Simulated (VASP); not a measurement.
Wanted: the native input for a VASP 6.6.1 run.

```
Task                   : single point
Functional             : PBE
Potentials or basis    : VASP PAW PBE potentials, release 64 (Zr_sv)
Cutoff                 : 500 eV
k mesh                 : 22 × 22 × 22
Occupations            : gaussian, width 0.1 eV
Spin                   : no spin polarisation
Dipole correction      : no
Further INCAR settings : ALGO = Normal; EDIFF = 1e-06; NBANDS = 12
```

The structure of Zr lies in POSCAR:

```
Zr
1.0
   -1.5890767871      1.8972330733      1.8989180495
    1.5890767871     -1.8972330733      1.8989180495
    1.5890767871      1.8972330733     -1.8989180495
Zr
1
Direct
    0.5000000000      0.5000000000      0.0000000000
```

The cell was built from a structure type or drawn by symmetry, and may not be a known phase.

The input as run:

INCAR

```
PREC = Accurate
ENCUT = 500
EDIFF = 1E-6
ISMEAR = 0
SIGMA = 0.1
LREAL = F
LASPH = T
NELM = 120
ALGO = Normal
ISIF = 2
LWAVE = F
LCHARG = F
GGA = PE
NBANDS = 12
GGA_COMPAT = F
```

KPOINTS

```
Automatic mesh
0
Gamma
  22 22 22
```

Potentials or basis: VASP PAW PBE potentials, release 64 (Zr_sv).

Launch:

```bash
$ cat potpaw_PBE.64/Zr_sv/POTCAR > POTCAR
$ mpirun -np 1 vasp_std > vasp.out
```

It gave:

```
Pressure               : 0.1 GPa
Band gap on the k mesh : zero (bands 6 and 7 overlap by 1.31 eV)
```

Run time: 5.3 min on 1 thread of Intel Xeon 8259CL, on a shared host, peak memory 0.46 GiB.
